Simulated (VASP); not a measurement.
A run of VASP 6.6.1 is set up as follows.

The input INCAR:

```
SYSTEM = SnPtSe3
  PREC = Accurate
  ENCUT = 500
  EDIFF = 1E-6
  ISMEAR = 0
  SIGMA = 0.1
  LREAL = .FALSE.
  LASPH = .TRUE.
  NELM = 120
  ALGO = Normal
  ISIF = 2
  LWAVE = .FALSE.
  LCHARG = .FALSE.
  GGA = PE
  NBANDS = 29
  GGA_COMPAT = .FALSE.
```

Contents of KPOINTS:

```
Automatic mesh
0
G
  8 8 8
  0 0 0
```

The input POSCAR:

```
SnPtSe3
1.0
    5.0088553254      0.0000000000      0.0000000000
    0.0000000000      5.0088553254      0.0000000000
    0.0000000000      0.0000000000      5.0088553254
Sn Pt Se
1 1 3
Direct
    0.0000000000      0.0000000000      0.0000000000
    0.5000000000      0.5000000000      0.5000000000
    0.5000000000      0.5000000000      0.0000000000
    0.0000000000      0.5000000000      0.5000000000
    0.5000000000      0.0000000000      0.5000000000
```

Potentials or basis: VASP PAW PBE potentials, release 64 (Sn_d, Pt, Se).

The run is started by

```console
$ cat potpaw_PBE.64/Sn_d/POTCAR potpaw_PBE.64/Pt/POTCAR potpaw_PBE.64/Se/POTCAR > POTCAR
$ mpirun -np 1 vasp_std > vasp.out
```

Task: Predict the band gap on the k mesh.

Result: Zero (bands 21 and 22 overlap by 1.25 eV).

Task: Predict the pressure.

Result: 0.0 GPa.

Caveat: spin-orbit coupling is left out, which moves the levels of the heavy elements.
